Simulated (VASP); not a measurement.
Write the native input for VASP 6.6.1 that does the following.

- Task: single point
- Functional: PBE
- Potentials or basis: VASP PAW PBE potentials, release 64 (Zn)
- Cutoff: 520 eV
- k mesh: 12 × 12 × 12
- Occupations: fermi-dirac, width 0.05 eV
- Spin: no spin polarisation
- Dipole correction: no
- Further INCAR settings: ALGO = Normal; EDIFF = 1e-07; NBANDS = 19

The structure of Zn lies in POSCAR:

```
Zn
1.0
    0.0000000000      2.1478943731      2.1478943731
    2.1478943731      0.0000000000      2.1478943731
    2.1478943731      2.1478943731      0.0000000000
Zn
2
Direct
   -0.1250000000     -0.1250000000     -0.1250000000
    0.1250000000      0.1250000000      0.1250000000
```

This cell differs from its parent crystal: volume scaled by 0.4.

These files were run (other wordings do the same):

INCAR

```
PREC     = Accurate       # precision mode
ENCUT    = 520            # plane-wave cutoff, eV
EDIFF    = 1E-7           # SCF threshold, eV
ISMEAR   = -1             # smearing method
SIGMA    = 0.05           # smearing width, eV
LREAL    = F              # projectors in reciprocal space
LASPH    = T              # aspherical terms in the spheres
NELM     = 60             # most SCF steps
ALGO     = Normal         # electronic algorithm
ISIF     = 2              # what is computed and relaxed
LWAVE    = F              # write WAVECAR
LCHARG   = F              # write CHGCAR
GGA      = PE             # functional
NBANDS   = 19             # bands
```

KPOINTS

```
Automatic mesh
0
Gamma
  12 12 12
```

Potentials or basis: VASP PAW PBE potentials, release 64 (Zn).

Launch:

```sh
$ cat potpaw_PBE.64/Zn/POTCAR > POTCAR
$ mpirun -np 1 vasp_std > vasp.out
```

It gave:

```
Pressure               : 238.6 GPa
Band gap on the k mesh : zero (band 12 reaches 18.33 eV, above the bottom of band 13 at 4.06 eV)
```

Wall time 13 s on 1 thread of AMD EPYC 9R45 96-Core Processor (Zen 5), on a shared host, peak memory 0.12 GiB.
